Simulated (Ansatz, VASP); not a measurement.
Two plane-wave programs on SnSe2

```xyz
3
Lattice="3.7168 0.0000 0.0000 -1.8584 3.2188 0.0000 0.0000 0.0000 7.3007" Properties=species:S:1:pos:R:3 pbc="T T T"
Sn    0.0000    0.0000    0.0000
Se    1.8584    1.0729    5.6573
Se    0.0000    2.1459    1.6434
```

Alike in both runs: task single point; functional PBE; k mesh 12 × 12 × 4; occupations gaussian, width 0.02 eV; no spin polarisation.

|  | VASP | Ansatz |
| --- | --- | --- |
| version | VASP 6.6.1 | Ansatz 0.2.0 |
| potentials or method | VASP PAW PBE potentials, release 64 (Sn_d, Se), cutoff 520 eV | scalar-relativistic, plane waves, PAW |
| valence electrons in the cell | 26 | 46 |

Ansatz gave:

- gap on the k mesh at the Fermi level (eV): 0.47
- least direct gap on the mesh (eV): 0.99
- pressure (GPa): 3.2
- traceless stress, the component that is largest in VASP (GPa): -3.23
- rms of the force components (eV/Å): 0.001

**Question.** Estimate VASP's values.

**Answer.** gap on the k mesh at the Fermi level (eV): 0.46; least direct gap on the mesh (eV): 0.99; pressure (GPa): 3.3; traceless stress, the component that is largest in VASP (GPa): -3.21; rms of the force components (eV/Å): 0.008.

Atom by atom the forces differ by 0.007 eV/Å (rms over components). VASP's potentials hold 26 valence electrons a cell and Ansatz's 46, so a difference there can come from the potentials and not from the codes.
